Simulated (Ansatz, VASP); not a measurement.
HfO2: VASP beside Ansatz

The input POSCAR:

```
HfO2
1.0
    2.5291609878     -2.5291609878      0.0000000000
    2.5291609878      0.0000000000     -2.5291609878
    6.2130225140      6.2130225140      6.2130225140
Hf O
3 6
Direct
    0.0000000000      0.0000000000      0.6784705204
    0.3333333333      0.3333333333      0.4070877399
    0.6666666667      0.6666666667      0.1357049594
    0.6666666667      0.6666666667      0.3392420448
    1.0000000000      0.0000000000      0.0678592643
    0.3333333333      0.3333333333      0.6106248253
    0.6666666667      0.6666666667      0.7463162155
    1.0000000000      0.0000000000      0.4749334350
    0.3333333333      0.3333333333      0.2035506545
```

Contents of INCAR.step1:

```
PREC     = Accurate       # precision mode
ENCUT    = 520            # plane-wave cutoff, eV
ISMEAR   = 0              # smearing method
SIGMA    = 0.05           # smearing width, eV
LREAL    = False          # projectors in reciprocal space
LASPH    = True           # aspherical terms in the spheres
NELM     = 80             # most SCF steps
NBANDS   = 43             # bands
GGA      = PE             # functional
ALGO     = Normal         # electronic algorithm
EDIFF    = 1E-4           # SCF threshold, eV
LWAVE    = True           # write WAVECAR
LCHARG   = False          # write CHGCAR
```

File INCAR.step2:

```
PREC     = Accurate       # precision mode
ENCUT    = 520            # plane-wave cutoff, eV
EDIFF    = 1E-6           # SCF threshold, eV
ISMEAR   = 0              # smearing method
SIGMA    = 0.05           # smearing width, eV
LREAL    = False          # projectors in reciprocal space
LASPH    = True           # aspherical terms in the spheres
NELM     = 80             # most SCF steps
ALGO     = Normal         # electronic algorithm
ISIF     = 2              # what is computed and relaxed
LWAVE    = False          # write WAVECAR
LCHARG   = True           # write CHGCAR
METAGGA  = R2SCAN         # meta-GGA
LMIXTAU  = True         
LELF     = True           # ELF
LVHAR    = True         
NBANDS   = 43             # bands
ISTART   = 1
```

File KPOINTS:

```
Automatic mesh
0
Gamma
  7 7 3
```

Input for Ansatz:

```yaml
crystal:
  lattice:
    - [2.5291609878, -2.5291609878, 0.0]
    - [2.5291609878, 0.0, -2.5291609878]
    - [6.213022514, 6.213022514, 6.213022514]
  atoms:
    - { symbol: Hf, position: [0.0, 0.0, 0.6784705204] }
    - { symbol: Hf, position: [0.3333333333, 0.3333333333, 0.4070877399] }
    - { symbol: Hf, position: [0.6666666667, 0.6666666667, 0.1357049594] }
    - { symbol: O, position: [0.6666666667, 0.6666666667, 0.3392420448] }
    - { symbol: O, position: [1.0, 0.0, 0.0678592643] }
    - { symbol: O, position: [0.3333333333, 0.3333333333, 0.6106248253] }
    - { symbol: O, position: [0.6666666667, 0.6666666667, 0.7463162155] }
    - { symbol: O, position: [1.0, 0.0, 0.474933435] }
    - { symbol: O, position: [0.3333333333, 0.3333333333, 0.2035506545] }
basis:
  ecutwfc: 500
kpoints:
  mp_grid: { grid: [7, 7, 3] }
hamiltonian:
  xc: r2scan
scf:
  occupations: { method: gaussian, width: 0.05 }
output:
  forces: true
  stress: true
  eigenvalues: true
```

Alike in both runs: task single point; functional r2SCAN; k mesh 7 × 7 × 3; occupations gaussian, width 0.05 eV; no spin polarisation.

|  | VASP | Ansatz |
| --- | --- | --- |
| version | VASP 6.6.1 | Ansatz 0.2.0 |
| potentials or method | VASP PAW PBE potentials, release 64 (Hf_pv, O), cutoff 520 eV | scalar-relativistic, plane waves, PAW |
| valence electrons in the cell | 66 | 114 |

VASP gave:

| Property | Result |
| --- | --- |
| gap on the k mesh at the Fermi level (eV) | 4.74 |
| least direct gap on the mesh (eV) | 4.81 |
| pressure (GPa) | -11.1 |
| traceless stress, the component that is largest in VASP (GPa) | 2.68 |
| rms of the force components (eV/Å) | 0.350 |

Task: Which values does Ansatz return?

Result: gap on the k mesh at the Fermi level (eV): 4.76; least direct gap on the mesh (eV): 4.80; pressure (GPa): -8.1; traceless stress, the component that is largest in VASP (GPa): 2.38; rms of the force components (eV/Å): 0.336.

VASP's potentials were made for PBE, not for r2SCAN. Atom by atom the forces differ by 0.051 eV/Å (rms over components). VASP's potentials hold 66 valence electrons a cell and Ansatz's 114, so a difference there can come from the potentials and not from the codes.

Neither program's run includes spin-orbit coupling.
